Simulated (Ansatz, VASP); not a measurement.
**Two plane-wave programs on Co**

INCAR

```
ALGO = Normal
EDIFF = 1E-6
ENCUT = 520
GGA = PE
ISIF = 2
ISMEAR = -1
ISPIN = 2
LASPH = T
LCHARG = F
LMAXMIX = 4
LORBIT = 11
LREAL = F
LWAVE = F
MAGMOM = 0.68 -2.21
NBANDS = 20
NELM = 150
PREC = Accurate
SIGMA = 0.05
```

The input KPOINTS:

```
k-points
0
Gamma
  12 12 7
```

POSCAR

```
Co
1.0
    2.4719999032      0.0000000000      0.0000000000
   -1.2359999516      2.1408147143      0.0000000000
    0.0000000000      0.0000000000      4.0211440800
Co
2
Direct
    0.6666666667      0.3333333333      0.7500000000
    0.3333333333      0.6666666667      0.2500000000
```

input.yaml

```yaml
crystal:
  lattice:
    - [2.4719999032, 0.0, 0.0]
    - [-1.2359999516, 2.1408147143, 0.0]
    - [0.0, 0.0, 4.02114408]
  atoms:
    - { symbol: Co, position: [0.6666666667, 0.3333333333, 0.75], spin: 0.68 }
    - { symbol: Co, position: [0.3333333333, 0.6666666667, 0.25], spin: -2.21 }
hamiltonian:
  xc: pbe
  pseudopotentials: { kind: paw }
magnetization:
  spin_polarized: true
kpoints:
  mp_grid: { grid: [12, 12, 7] }
scf:
  occupations: { method: fermi_dirac, width: 0.05 }
output:
  forces: true
  stress: true
  eigenvalues: true
  write_density: true
  write_potential: true
  elf: true
  volumetric_format: npy
```

Alike in both runs: task single point; functional PBE; k mesh 12 × 12 × 7; occupations fermi-dirac, width 0.05 eV; collinear spin.

```csv
,VASP,Ansatz
version,VASP 6.6.1,Ansatz 0.2.0
potentials or method,"VASP PAW PBE potentials, release 64 (Co)",Ansatz PAW
plane-wave cutoff (eV),520,420
valence electrons in the cell,18,34
```

```csv
,VASP,Ansatz,Ansatz less VASP
gap on the k mesh at the Fermi level (eV),none,none,-
pressure (GPa),-3.6,4.7,+8.32
"traceless stress, the component that is largest in VASP (GPa)",-0.62,-1.85,-1.229
net moment per atom (μB),0.00,1.60,+1.604
size of the moment on the site where the two differ most (μB),0.84,1.68,+0.837
```

The net moments are unlike, so the other rows may belong to different states. Site moments also hang on the region over which each program counts them. A gap of «none» marks a metal or a gap that the smearing closes. VASP's potentials hold 18 valence electrons a cell and Ansatz's 34, so a difference there can come from the potentials and not from the codes.
